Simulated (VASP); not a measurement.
A run of VASP 6.6.1 is set up as follows.

Contents of INCAR:

```
ALGO = Normal ; EDIFF = 1E-6
ENCUT = 520 ; GGA = PE
ISIF = 2 ; ISMEAR = 0
LASPH = True ; LCHARG = False
LREAL = False ; LWAVE = False
NBANDS = 33 ; NELM = 80
PREC = Accurate ; SIGMA = 0.01
```

KPOINTS

```
k-points
0
Gamma
  8 8 8
```

Contents of POSCAR:

```
TiO2
1.0
   -1.8801602979      1.8801602979      4.8019833497
    1.8801602979     -1.8801602979      4.8019833497
    1.8801602979      1.8801602979     -4.8019833497
Ti O
2 4
Direct
    0.7500000000      0.2500000000      0.5000000000
    0.0000000000      0.0000000000      0.0000000000
    0.5435651708      0.0435651708      0.5000000000
    0.7935651708      0.7935651708      0.0000000000
    0.2064348292      0.2064348292      0.0000000000
    0.9564348292      0.4564348292      0.5000000000
```

Potentials or basis: VASP PAW PBE potentials, release 64 (Ti_sv, O).

Run with:

```bash
$ cat potpaw_PBE.64/Ti_sv/POTCAR potpaw_PBE.64/O/POTCAR > POTCAR
$ mpirun -np 1 vasp_std > vasp.out
```

Task: Predict the largest force.

Result: 0.187 eV/Å.

Task: Predict the band gap on the k mesh.

Result: 2.21 eV (least direct gap 2.49 eV).

Task: What does it give for the pressure?

Result: 7.4 GPa.

Forces on the atoms (eV/Å):
```
Ti   0.000  0.000  0.000
Ti   0.000  0.000  0.000
O    0.000  0.000 -0.187
O    0.000  0.000 -0.187
O    0.000  0.000  0.187
O    0.000  0.000  0.187
```

Caveat: the cell stands under pressure. A k mesh can miss the band edges.
